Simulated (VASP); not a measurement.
Input of a VASP 6.6.1 run:

INCAR

```
SYSTEM = Lu
PREC     = Accurate       ! precision mode
ENCUT    = 520            ! plane-wave cutoff, eV
EDIFF    = 1E-7           ! SCF threshold, eV
ISMEAR   = -1             ! smearing method
SIGMA    = 0.1            ! smearing width, eV
LREAL    = .FALSE.        ! projectors in reciprocal space
LASPH    = .TRUE.         ! aspherical terms in the spheres
NELM     = 100            ! most SCF steps
ALGO     = Normal         ! electronic algorithm
ISIF     = 2              ! what is computed and relaxed
LWAVE    = .FALSE.        ! write WAVECAR
LCHARG   = .FALSE.        ! write CHGCAR
GGA      = PE             ! functional
NBANDS   = 44             ! bands
```

KPOINTS

```
Automatic mesh
0
G
  8 8 10
  0 0 0
```

Contents of POSCAR:

```
Lu
1.0
    5.5761414034      0.0000000000      0.0000000000
   -2.7880707017      4.8290801105      0.0000000000
    0.0000000000      0.0000000000      3.4990956455
Lu
3
Direct
    1.0000000000      1.0000000000      0.0000000000
    0.3333333333      0.6666666667      0.5000000000
    0.6666666667      0.3333333333      0.5000000000
```

Potentials or basis: VASP PAW PBE potentials, release 64 (Lu).

The run is started by

```sh
$ cat potpaw_PBE.64/Lu/POTCAR > POTCAR
$ mpirun -np 1 vasp_std > vasp.out
```

(1) Estimate the pressure.

(2) Predict the band gap on the k mesh.

Results:

(1) -2.8 GPa.

(2) zero (an odd number of electrons rules out a gap without spin polarisation).

Caveat: spin-orbit coupling is left out, which moves the levels of the heavy elements.
